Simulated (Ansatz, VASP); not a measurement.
# NaCl: VASP beside Ansatz

```
Na Cl
1.0
     0.00000    2.72198    2.72198
     2.72198    0.00000    2.72198
     2.72198    2.72198    0.00000
Na Cl
1 1
Direct
  0.00000 0.00000 0.00000
  0.50000 0.50000 0.50000
```

Change from the starting cell: hydrostatic strain -2.9%.

Alike in both runs: task single point; functional HSE06; k mesh 6 × 6 × 6; no spin polarisation.

```csv
,VASP,Ansatz
version,VASP 6.6.1,Ansatz 0.2.0
potentials or method,"VASP PAW PBE potentials, release 64 (Na_pv, Cl)","plane waves, PAW"
plane-wave cutoff (eV),520,420
occupations,"gaussian, width 0.01 eV",fixed
valence electrons in the cell,14,16
```

VASP gave:

```
gap on the k mesh at the Fermi level (eV) : 6.95
pressure (GPa)                            : 3.7
```

Question: Which values does Ansatz return?

Answer: gap on the k mesh at the Fermi level (eV): 6.96; pressure (GPa): 3.7.

VASP's potentials hold 14 valence electrons a cell and Ansatz's 16, so a difference there can come from the potentials and not from the codes. Ansatz's warnings: stress exchange threshold loose, stress scf threshold loose.
